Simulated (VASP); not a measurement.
Set up this calculation in VASP 6.6.1, as the native input.

```yaml
Task: single point
Functional: PBEsol
Potentials_or_basis: VASP PAW PBE potentials, release 64 (Ni, Ge_d)
Cutoff: 520 eV
k_mesh: 12 × 12 × 12
Occupations: methfessel-paxton, width 0.3 eV
Spin: no spin polarisation
Dipole_correction: no
Further_INCAR_settings: ALGO = Fast; EDIFF = 1e-06; NBANDS = 30
```

The structure of Ni3Ge lies in POSCAR:

```
Ni3Ge
1.0
    3.5303341067      0.0000000000      0.0000000000
    0.0000000000      3.5303341067      0.0000000000
    0.0000000000      0.0000000000      3.5303341067
Ni Ge
3 1
Direct
    0.5000000000      0.0000000000      0.5000000000
    0.0000000000      0.5000000000      0.5000000000
    0.5000000000      0.5000000000      0.0000000000
    0.0000000000      0.0000000000      0.0000000000
```

The input as run:

INCAR

```
SYSTEM = Ni3Ge
PREC     = Accurate       ! precision mode
ENCUT    = 520            ! plane-wave cutoff, eV
EDIFF    = 1E-6           ! SCF threshold, eV
ISMEAR   = 1              ! smearing method
SIGMA    = 0.3            ! smearing width, eV
LREAL    = .False.        ! projectors in reciprocal space
LASPH    = .True.         ! aspherical terms in the spheres
NELM     = 60             ! most SCF steps
ALGO     = Fast           ! electronic algorithm
ISIF     = 2              ! what is computed and relaxed
LWAVE    = .False.        ! write WAVECAR
LCHARG   = .True.         ! write CHGCAR
GGA      = PS             ! functional
LELF     = .True.         ! ELF
LVHAR    = .True.       
NBANDS   = 30             ! bands
```

KPOINTS

```
Automatic mesh
0
Gamma
  12 12 12
  0 0 0
```

Potentials or basis: VASP PAW PBE potentials, release 64 (Ni, Ge_d).

Command:

```console
$ cat potpaw_PBE.64/Ni/POTCAR potpaw_PBE.64/Ge_d/POTCAR > POTCAR
$ mpirun -np 1 vasp_std > vasp.out
```

Results of the run:

```yaml
Pressure: -0.8 GPa
Band_gap_on_the_k_mesh: zero (band 22 reaches 10.22 eV, above the bottom of band 23 at 9.99 eV)
```

Caveat: the PAW data sets were made with another functional, which shifts forces and pressure a little.

Wall time 2.7 min on 1 thread of Intel(R) Xeon(R) Platinum 8259CL CPU @ 2.50GHz (Skylake/Cascade Lake), with other jobs on the host, peak memory 0.22 GiB.
